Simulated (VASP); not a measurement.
Write the native input for VASP 6.6.1 that does the following.

| Property | Result |
| --- | --- |
| Task | single point |
| Functional | PBE |
| Potentials or basis | VASP PAW PBE potentials, release 64 (Zr_sv, Si) |
| Cutoff | 500 eV |
| k mesh | 4 × 4 × 2 |
| Occupations | gaussian, width 0.2 eV |
| Spin | no spin polarisation |
| Dipole correction | no |
| Further INCAR settings | ALGO = Normal; EDIFF = 1e-06; NBANDS = 39 |

The structure of Zr4Si3 lies in POSCAR:

```
Zr4Si3
1.0
    4.7471859668     -0.0000000031      0.0000000000
   -2.3735929807      4.1111836453      0.0000000000
    0.0000000000      0.0000000000      8.2453456059
Zr Si
4 3
Direct
    0.3333333333      0.6666666667      0.5000000000
    0.6666666667      0.3333333333      0.5000000000
    0.0000000000      0.0000000000      0.3150565913
    0.0000000000      0.0000000000      0.6849434087
    0.0000000000      0.0000000000      0.0000000000
    0.3333333333      0.6666666667      0.0000000000
    0.6666666667      0.3333333333      0.0000000000
```

These files were run (other wordings do the same):

INCAR

```
SYSTEM = Zr4Si3
PREC     = Accurate       ! precision mode
ENCUT    = 500            ! plane-wave cutoff, eV
EDIFF    = 1E-6           ! SCF threshold, eV
ISMEAR   = 0              ! smearing method
SIGMA    = 0.2            ! smearing width, eV
LREAL    = .FALSE.        ! projectors in reciprocal space
LASPH    = .TRUE.         ! aspherical terms in the spheres
NELM     = 120            ! most SCF steps
ALGO     = Normal         ! electronic algorithm
ISIF     = 2              ! what is computed and relaxed
LWAVE    = .FALSE.        ! write WAVECAR
LCHARG   = .FALSE.        ! write CHGCAR
GGA      = PE             ! functional
NBANDS   = 39             ! bands
GGA_COMPAT= .FALSE.
```

KPOINTS

```
Automatic mesh
0
G
  4 4 2
  0 0 0
```

Potentials or basis: VASP PAW PBE potentials, release 64 (Zr_sv, Si).

Launch:

```console
$ cat potpaw_PBE.64/Zr_sv/POTCAR potpaw_PBE.64/Si/POTCAR > POTCAR
$ mpirun -np 1 vasp_std > vasp.out
```

It gave:

```yaml
Pressure: 0.7 GPa
Largest_force: 0.014 eV/Å
Band_gap_on_the_k_mesh: zero (band 30 reaches 7.79 eV, above the bottom of band 31 at 6.11 eV)
```

Caveat: the k points lie up to 0.38 Å⁻¹ apart.

Run time: 2.3 min on 1 thread of Intel Xeon 8259CL, on a shared host, peak memory 0.26 GiB.
